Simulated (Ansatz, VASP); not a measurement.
## ZrB in VASP and in Ansatz

Contents of POSCAR:

```
ZrB
1.0
    0.0000000000      2.3403977997      2.3403977997
    2.3403977997      0.0000000000      2.3403977997
    2.3403977997      2.3403977997      0.0000000000
Zr B
1 1
Direct
    0.0000000000      0.0000000000      0.0000000000
    0.5000000000      0.5000000000      0.5000000000
```

INCAR.step1

```
ALGO = Normal
EDIFF = 1E-4
ENCUT = 520
GGA = PE
ISMEAR = 0
ISPIN = 2
LASPH = T
LCHARG = F
LMAXMIX = 4
LREAL = F
LWAVE = T
MAGMOM = 0.5 0
NBANDS = 18
NELM = 150
PREC = Accurate
SIGMA = 0.025
```

INCAR.step2

```
ALGO = Normal
EDIFF = 1E-7
ENCUT = 520
ISIF = 2
ISMEAR = 0
ISPIN = 2
ISTART = 1
LASPH = T
LCHARG = T
LELF = T
LMAXMIX = 4
LMIXTAU = T
LORBIT = 11
LREAL = F
LVHAR = T
LWAVE = F
MAGMOM = 0.5 0
METAGGA = R2SCAN
NBANDS = 18
NELM = 150
PREC = Accurate
SIGMA = 0.025
```

File KPOINTS:

```
k-points
0
Gamma
  10 10 10
```

input.yaml

```yaml
crystal:
  lattice:
    - [0.0, 2.3403977997, 2.3403977997]
    - [2.3403977997, 0.0, 2.3403977997]
    - [2.3403977997, 2.3403977997, 0.0]
  atoms:
    - { symbol: Zr, position: [0.0, 0.0, 0.0], spin: 0.5 }
    - { symbol: B, position: [0.5, 0.5, 0.5] }
hamiltonian:
  xc: r2scan
  pseudopotentials: { kind: paw, source: jth }
magnetization:
  spin_polarized: true
kpoints:
  mp_grid: { grid: [10, 10, 10] }
scf:
  occupations: { method: gaussian, width: 0.025 }
output:
  forces: true
  stress: true
  eigenvalues: true
```

Alike in both runs: task single point; functional r2SCAN; k mesh 10 × 10 × 10; occupations gaussian, width 0.025 eV; collinear spin.

|  | VASP | Ansatz |
| --- | --- | --- |
| version | VASP 6.6.1 | Ansatz 0.2.0 |
| potentials or method | VASP PAW PBE potentials, release 64 (Zr_sv, B) | JTH PAW |
| plane-wave cutoff (eV) | 520 | 990 |
| valence electrons in the cell | 15 | 15 |

```tsv
	VASP	Ansatz	Ansatz less VASP
gap on the k mesh at the Fermi level (eV)	none	none	-
net moment per atom (μB)	0.00	0.00	0.000
```

VASP's potentials were made for PBE, not for r2SCAN. A gap of «none» marks a metal or a gap that the smearing closes.

Noted on Ansatz's run: the magnetic or orbital state may not be the lowest.
